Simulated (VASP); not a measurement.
Cu:

```
Cu
1.0
    -1.44279    1.44279    1.37608
     1.44279   -1.44279    1.37608
     1.44279    1.44279   -1.37608
Cu
1
Cartesian
  0.0000 0.0000 0.0000
```

| Quantity | Value |
| --- | --- |
| Program | VASP 6.6.1 |
| Task | relaxation of cell and atoms |
| Functional | PBEsol |
| Potentials or basis | VASP PAW PBE potentials, release 64 (Cu) |
| Cutoff | 600 eV |
| k mesh | 12 × 12 × 12 |
| Occupations | gaussian, width 0.1 eV |
| Spin | no spin polarisation |

At the start: pressure -0.7 GPa; volume 11.46 Å³/atom.

Question: Where does the relaxation end?

Answer: Over 8 steps the energy falls by 2.7 meV/atom and the volume is 11.42 Å³/atom (-0.3 %); space group I4/mmm (No. 139, to 0.05 Å).

Step by step:
```
step  energy change (eV)  largest force (eV/Å)  pressure (GPa)  volume (Å³)
   1              0.0000                0.0000           -0.73        11.46
   2             -0.0006                0.0000            0.46        11.37
   3             -0.0007                0.0000            1.00        11.33
   4             -0.0011                0.0000            1.04        11.33
   5             -0.0020                0.0000            1.20        11.33
   6             -0.0018                0.0000            1.75        11.31
   7             -0.0023                0.0000            1.41        11.32
   8             -0.0027                0.0000           -0.02        11.42
```

Final structure:
```
Cu
1.0
    -1.46135    1.46135    1.33673
     1.46135   -1.46135    1.33673
     1.46135    1.46135   -1.33673
Cu
1
Cartesian
  0.0000 0.0000 0.0000
```

Caveat: the PAW data sets were made with another functional, which shifts forces and pressure a little.
